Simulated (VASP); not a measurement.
# NaH (P6_3/mmc) in VASP: notebook

NaH is run at these levels: LDA, r2SCAN, HSE06; tasks: single point.

Everything below comes from runs of VASP 6.6.1. Logs are shortened: lines on timing, memory, paths and dates and some standing lists are left out, and cuts for length are marked.

## (1) The cell of the first run

The structure is hexagonal, space group P6_3/mmc (No. 194). Conventional cell: a = 3.953 Å, b = 3.953 Å, c = 4.828 Å, α = 90.00°, β = 90.00°, γ = 120.00°. Na (site symmetry -6m2) has 5 H at 2.28 to 2.41 Å within 3.0 Å. H (site symmetry -6m2) has 5 Na at 2.28 to 2.41 Å within 3.0 Å.

## (2) Single point, LDA

INCAR

```
ALGO     = Normal         # electronic algorithm
EDIFF    = 1E-6           # SCF threshold, eV
ENCUT    = 520            # plane-wave cutoff, eV
GGA      = CA             # functional
ISIF     = 2              # what is computed and relaxed
ISMEAR   = 0              # smearing method
LASPH    = True           # aspherical terms in the spheres
LCHARG   = False          # write CHGCAR
LREAL    = False          # projectors in reciprocal space
LWAVE    = False          # write WAVECAR
NBANDS   = 16             # bands
NELM     = 60             # most SCF steps
PREC     = Accurate       # precision mode
SIGMA    = 0.01           # smearing width, eV
```

KPOINTS

```
k-points
0
Gamma
  6 6 4
```

POSCAR

```
NaH
1.0
    3.9533072915      0.0000000000      0.0000000000
   -1.9766536457      3.4236645434      0.0000000000
    0.0000000000      0.0000000000      4.8283237918
Na H
2 2
Direct
    0.3333333333      0.6666666667      0.2500000000
    0.6666666667      0.3333333333      0.7500000000
    0.6666666667      0.3333333333      0.2500000000
    0.3333333333      0.6666666667      0.7500000000
```

Potentials or basis: VASP PAW LDA potentials, release 64 (Na_pv, H).

Command:

```
$ cat potpaw_LDA.64/Na_pv/POTCAR potpaw_LDA.64/H/POTCAR > POTCAR
$ mpirun -np 1 vasp_std > vasp.out
```

OUTCAR:

```text
EDIFF = 1E-6
   ENCUT = 520
   GGA = CA
   ISIF = 2
   ISMEAR = 0
   LASPH = True
   LREAL = False
   NELM = 60
   PREC = Accurate

 ion  position               nearest neighbor table
   1  0.333  0.667  0.250-
   2  0.667  0.333  0.750-
   3  0.667  0.333  0.250-
   4  0.333  0.667  0.750-

  LATTYP: Found a hexagonal cell.
 ALAT       =     3.9533072915
 C/A-ratio  =     1.2213378409

  Lattice vectors:

 A1 = (   3.9533072915,   0.0000000000,   0.0000000000)
 A2 = (  -1.9766536457,   3.4236645434,   0.0000000000)
 A3 = (   0.0000000000,   0.0000000000,   4.8283237918)

Analysis of symmetry for initial positions (statically):
=====================================================================
 Subroutine PRICEL returns:
 Original cell was already a primitive cell.

 Routine SETGRP: Setting up the symmetry group for a
 hexagonal supercell.

 Subroutine GETGRP returns: Found 24 space group operations
 (whereof 12 operations were pure point group operations)
 out of a pool of 24 trial point group operations.

The static configuration has the point symmetry D_3d.
 The point group associated with its full space group is D_6h.

Analysis of symmetry for dynamics (positions and initial velocities):
=====================================================================
 Subroutine PRICEL returns:
 Original cell was already a primitive cell.

 Routine SETGRP: Setting up the symmetry group for a
 hexagonal supercell.

 Subroutine GETGRP returns: Found 24 space group operations
 (whereof 12 operations were pure point group operations)
 out of a pool of 24 trial point group operations.

The dynamic configuration has the point symmetry D_3d.
 The point group associated with its full space group is D_6h.

 Subroutine INISYM returns: Found 24 space group operations
 (whereof 12 operations are pure point group operations),
 and found     1 'primitive' translations

----------------------------------------------------------------------------------------

                                     Primitive cell

  volume of cell :      65.3504

  direct lattice vectors                    reciprocal lattice vectors
     3.953307291  0.000000000  0.000000000     0.252952762  0.146042345  0.000000000
    -1.976653646  3.423664543  0.000000000     0.000000000  0.292084691  0.000000000
     0.000000000  0.000000000  4.828323792     0.000000000  0.000000000  0.207111214

  length of vectors
     3.953307291  3.953307291  4.828323792     0.292084691  0.292084691  0.207111214

  position of ions in fractional coordinates (direct lattice)
     0.333333333  0.666666667  0.250000000
     0.666666667  0.333333333  0.750000000
     0.666666667  0.333333333  0.250000000
     0.333333333  0.666666667  0.750000000

  ion indices of the primitive-cell ions
   primitive index   ion index
                 1           1
                 2           2
                 3           3
                 4           4

----------------------------------------------------------------------------------------

 KPOINTS: k-points

Automatic generation of k-mesh.
 Grid dimensions read from file:
 generate k-points for:    6    6    4

 Generating k-lattice:

  Cartesian coordinates                     Fractional coordinates (reciprocal lattice)
     0.042158794  0.024340391  0.000000000     0.166666667 -0.000000000  0.000000000
     0.000000000  0.048680782  0.000000000     0.000000000  0.166666667  0.000000000
     0.000000000  0.000000000  0.051777803     0.000000000  0.000000000  0.250000000

  Length of vectors
     0.048680782  0.048680782  0.051777803

  Shift w.r.t. Gamma in fractional coordinates (k-lattice)
     0.000000000  0.000000000  0.000000000

 Subroutine IBZKPT returns following result:
 ===========================================

 Found     21 irreducible k-points:

 Following reciprocal coordinates:
            Coordinates               Weight
  0.000000  0.000000  0.000000      1.000000
  0.166667  0.000000  0.000000      6.000000
  0.333333  0.000000  0.000000      6.000000
  0.500000  0.000000  0.000000      3.000000
  0.166667  0.166667  0.000000      6.000000
  0.333333  0.166667  0.000000     12.000000
[... 13 lines left out ...]
  0.333333  0.166667  0.500000     12.000000
  0.333333  0.333333  0.500000      2.000000
   k-points           NKPTS =     21   k-points in BZ     NKDIM =     21   number of bands    NBANDS=     16
   number of dos      NEDOS =    301   number of ions     NIONS =      4
   total plane-waves  NPLWV =  32400
   dimension x,y,z NGX =    30 NGY =   30 NGZ =   36
   dimension x,y,z NGXF=    60 NGYF=   60 NGZF=   72
   ions per type =               2   2
   NGX,Y,Z   is equivalent  to a cutoff of  12.62, 12.62, 12.40 a.u.
   NGXF,Y,Z  is equivalent  to a cutoff of  25.23, 25.23, 24.79 a.u.
 SYSTEM =  unknown system
   PREC   = accura    normal or accurate (medium, high low for compatibility)
   ISTART =      0    job   : 0-new  1-cont  2-samecut
   ICHARG =      2    charge: 1-file 2-atom 10-const
   ISPIN  =      1    spin polarized calculation?
   LNONCOLLINEAR =      F non collinear calculations
   LSORBIT =      F    spin-orbit coupling
   LASPH  =      T    aspherical Exc in radial PAW
   ENCUT  =  520.0 eV  38.22 Ry    6.18 a.u.   7.35  7.35  8.98*2*pi/ulx,y,z
   NELM   =     60;   NELMIN=  2; NELMDL= -5     # of ELM steps
   EDIFF  = 0.1E-05   stopping-criterion for ELM
   LREAL  =      F    real-space projection
   EDIFFG = 0.1E-04   stopping-criterion for IOM
   NSW    =      0    number of steps for IOM
   IBRION =     -1    ionic relax: 0-MD 1-quasi-New 2-CG
   NFREE  =      0    steps in history (QN), initial steepest desc. (CG)
   ISIF   =      2    stress and relaxation
   ISYM   =      2    0-nonsym 1-usesym 2-fastsym
   POTIM  = 0.5000    time-step for ionic-motion
   TEBEG  =    0.0;   TEEND  =   0.0 temperature during run
   PSTRESS=    0.0 pullay stress
   NELECT =      16.0000    total number of electrons
   NUPDOWN=      -1.0000    fix difference up-down
   EMIN   =  10.00;   EMAX   =-10.00  energy-range for DOS
   EFERMI =   0.00;   METHOD = LEGACY
   ISMEAR =     0;   SIGMA  =   0.01  broadening in eV -4-tet -1-fermi 0-gaus
   EFERMI_NEDOS =   21; number of points for ismear=-14 and -15
   IALGO  =     38    algorithm
   IMIX   =      4    mixing-type and parameters
     AMIX     =   0.40;   BMIX     =  1.00
     AMIX_MAG =   1.60;   BMIX_MAG =  1.00
  volume/ion in A,a.u.               =      16.34       110.25
  Fermi-wavevector in a.u.,A,eV,Ry     =   1.024154  1.935371 14.271045  1.048892
  Thomas-Fermi vector in A             =   2.157926
   LORBIT       =      0    0 simple, 1 ext, 2 COOP (PROOUT), +10 PAW based schemes
   GGA     = CA    functional components
   LHFCALC =     F    Hartree Fock is set to
   AEXX    =    0.0000 exact exchange contribution
   IVDW    =     0    specifies the selected vdW correction
   LEPSILON=     F    determine dielectric tensor
   LRPA    =     F    only Hartree local field effects (RPA)
 non-spin polarized calculation
 Gauss-broadening in eV      SIGMA  =   0.01
  energy-cutoff  :      520.00
  volume of cell :       65.35
 maximum number of plane-waves:      1794
 NGX is ok and might be reduce to    30
   NGX = 15   NGY = 15   NGZ = 17

 number of electron      15.9999998 magnetization

 Free energy of the ion-electron system (eV)
  ---------------------------------------------------
  ext. energy  EPLUGINS =         0.00000000
  ---------------------------------------------------
  free energy    TOTEN  =       -10.62571385 eV

  energy without entropy =      -10.62571385  energy(sigma->0) =      -10.62571385

 E-fermi :  -1.4603     XC(G=0):  -7.5812

 val. band max:       -1.5366556603   @ k =   0.1667   0.0000   0.0000
 cond. band min:       1.4439070812   @ k =   0.3333   0.3333   0.0000
 fundamental gap:      2.9805627415
 Fermi energy:        -1.4603109764

 k-point     1 :       0.0000    0.0000    0.0000
  band No.  band energies     occupation
      1     -23.9240      2.00000
      2     -23.8835      2.00000
      3     -23.8835      2.00000
      4     -23.8540      2.00000
      5     -23.8540      2.00000
      6     -23.8334      2.00000
[... 8 lines left out ...]
     15       8.7953      0.00000
     16      13.5207      0.00000

 k-point     2 :       0.1667    0.0000    0.0000
  band No.  band energies     occupation
      1     -23.9181      2.00000
      2     -23.8875      2.00000
      3     -23.8864      2.00000
      4     -23.8599      2.00000
      5     -23.8533      2.00000
      6     -23.8383      2.00000
[... 8 lines left out ...]
     15      10.8521      0.00000
     16      11.4595      0.00000

 k-point     3 :       0.3333    0.0000    0.0000
  band No.  band energies     occupation
      1     -23.9033      2.00000
      2     -23.8958      2.00000
      3     -23.8917      2.00000
      4     -23.8711      2.00000
      5     -23.8523      2.00000
      6     -23.8511      2.00000
[... 8 lines left out ...]
     15      10.3252      0.00000
     16      11.4687      0.00000

 k-point     4 :       0.5000    0.0000    0.0000
  band No.  band energies     occupation
      1     -23.9002      2.00000
      2     -23.8942      2.00000
      3     -23.8916      2.00000
      4     -23.8764      2.00000
      5     -23.8617      2.00000
      6     -23.8520      2.00000
[... 8 lines left out ...]
     15      10.0602      0.00000
     16      11.1297      0.00000
[... 267 lines left out ...]
 k-point    19 :       0.1667    0.1667    0.5000
  band No.  band energies     occupation
      1     -23.9093      2.00000
      2     -23.9093      2.00000
      3     -23.8728      2.00000
      4     -23.8728      2.00000
      5     -23.8499      2.00000
      6     -23.8499      2.00000
[... 8 lines left out ...]
     15      11.0336      0.00000
     16      11.0336      0.00000

 k-point    20 :       0.3333    0.1667    0.5000
  band No.  band energies     occupation
      1     -23.9192      2.00000
      2     -23.9192      2.00000
      3     -23.8765      2.00000
      4     -23.8765      2.00000
      5     -23.8442      2.00000
      6     -23.8442      2.00000
[... 8 lines left out ...]
     15      12.2240      0.00000
     16      12.2240      0.00000

 k-point    21 :       0.3333    0.3333    0.5000
  band No.  band energies     occupation
      1     -23.9205      2.00000
      2     -23.9205      2.00000
      3     -23.8805      2.00000
      4     -23.8805      2.00000
      5     -23.8416      2.00000
      6     -23.8416      2.00000
[... 8 lines left out ...]
     15      12.7835      0.00000
     16      12.7835      0.00000

------------------------ aborting loop because EDIFF is reached ----------------------------------------

  FORCE on cell =-STRESS in cart. coord.  units (eV):
  Direction    XX          YY          ZZ          XY          YZ          ZX
  --------------------------------------------------------------------------------------
  -------------------------------------------------------------------------------------
  Total       -0.5508422     -0.5508422     -0.5642665     -0.0000000     -0.0000000      0.0000000
  in kB      -13.5048448    -13.5048448    -13.8339663     -0.0000000     -0.0000000      0.0000000
  external PRESSURE =     -13.6145520 kB  Pullay stress =       0.0000000 kB

 VOLUME and BASIS-vectors are now :
 -----------------------------------------------------------------------------
  energy-cutoff  :      520.00
  volume of cell :       65.35
      direct lattice vectors                 reciprocal lattice vectors
     3.953307291  0.000000000  0.000000000     0.252952762  0.146042345  0.000000000
    -1.976653646  3.423664543  0.000000000     0.000000000  0.292084691  0.000000000
     0.000000000  0.000000000  4.828323792     0.000000000  0.000000000  0.207111214

 POSITION                                       TOTAL-FORCE (eV/Angst)
 -----------------------------------------------------------------------------------
     -0.00000      2.28244      1.20708         0.000000     -0.000000      0.000000
      1.97665      1.14122      3.62124        -0.000000      0.000000      0.000000
      1.97665      1.14122      1.20708        -0.000000     -0.000000     -0.000000
     -0.00000      2.28244      3.62124         0.000000      0.000000     -0.000000
 -----------------------------------------------------------------------------------
    total drift:                               -0.000000     -0.000000      0.000000

  FREE ENERGIE OF THE ION-ELECTRON SYSTEM (eV)
  ---------------------------------------------------
  free  energy   TOTEN  =       -10.6257138469 eV

  energy  without entropy=      -10.6257138469  energy(sigma->0) =      -10.62571385
```

Wall time 19 s (1 thread of Intel Xeon Platinum 8488C (Sapphire Rapids), shared host); peak memory 0.15 GiB.

What came out:

| Quantity | Value |
| --- | --- |
| Free energy | -10.6257 eV |
| Pressure | -1.4 GPa |
| Band gap on the k mesh | 2.98 eV, indirect (least direct gap 3.96 eV) |

A k mesh can miss the band edges. A hybrid or GW would open this gap; LDA tends to underestimate it.

(Part 1 of 2 ends here.)
